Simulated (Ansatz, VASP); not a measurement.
## TaH in VASP and in Ansatz

```
Ta H
1.0
    -1.71729    1.71729    1.76480
     1.71729   -1.71729    1.76480
     1.71729    1.71729   -1.76480
Ta H
1 1
Direct
  0.00000 0.00000 0.00000
  0.25000 0.75000 0.50000
```

Alike in both runs: task single point; functional PBE; k mesh 8 × 8 × 8; occupations gaussian, width 0.1 eV; no spin polarisation.

```csv
,VASP,Ansatz
version,VASP 6.6.1,Ansatz 0.2.0
potentials or method,"VASP PAW PBE potentials, release 64 (Ta_pv, H), cutoff 500 eV","scalar-relativistic, plane waves, PAW"
valence electrons in the cell,12,14
```

```tsv
	VASP	Ansatz	Ansatz less VASP
gap on the k mesh at the Fermi level (eV)	none	none	-
pressure (GPa)	-0.2	-0.3	-0.11
traceless stress, the component that is largest in VASP (GPa)	-0.52	-0.47	+0.051
```

A gap of «none» marks a metal or a gap that the smearing closes. VASP's potentials hold 12 valence electrons a cell and Ansatz's 14, so a difference there can come from the potentials and not from the codes.

Spin-orbit coupling is off throughout.
